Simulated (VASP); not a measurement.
A run of VASP 6.6.1:

The input INCAR:

```
PREC = Accurate
ENCUT = 600
EDIFF = 1E-6
ISMEAR = 0
SIGMA = 0.1
LREAL = F
LASPH = T
NELM = 200
ALGO = Normal
ISIF = 2
LWAVE = F
LCHARG = F
GGA = PE
NBANDS = 32
GGA_COMPAT = F
LMAXMIX = 6
```

File KPOINTS:

```
regular mesh
0
Gamma
  6 6 4
```

File POSCAR:

```
NdAgO4
1.0
    3.8740199967      0.0000000000      0.0000000000
    0.0000000000      3.8740199967      0.0000000000
    0.0000000000      0.0000000000      5.3770146539
Nd Ag O
1 1 4
Direct
    0.0000000000      0.0000000000      0.0000000000
    0.5000000000      0.5000000000      0.5000000000
    0.5000000000      0.0000000000      0.7299959745
    0.0000000000      0.5000000000      0.2700040255
    0.5000000000      0.0000000000      0.2700040255
    0.0000000000      0.5000000000      0.7299959745
```

Potentials or basis: VASP PAW PBE potentials, release 64 (Nd_3, Ag, O), 4f in core.

Command:

```console
$ cat potpaw_PBE.64/Nd_3/POTCAR potpaw_PBE.64/Ag/POTCAR potpaw_PBE.64/O/POTCAR > POTCAR
$ mpirun -np 1 vasp_std > vasp.out
```

Hardware: 1 thread of Intel(R) Xeon(R) Platinum 8259CL CPU @ 2.50GHz (Skylake/Cascade Lake) (shared host).

Q: How long does it take, and how much memory?

A: Run time: 98 s on 1 thread of Intel(R) Xeon(R) Platinum 8259CL CPU @ 2.50GHz (Skylake/Cascade Lake), on a shared host, peak memory 0.27 GiB. Counts: scf iterations 18, k points 30.
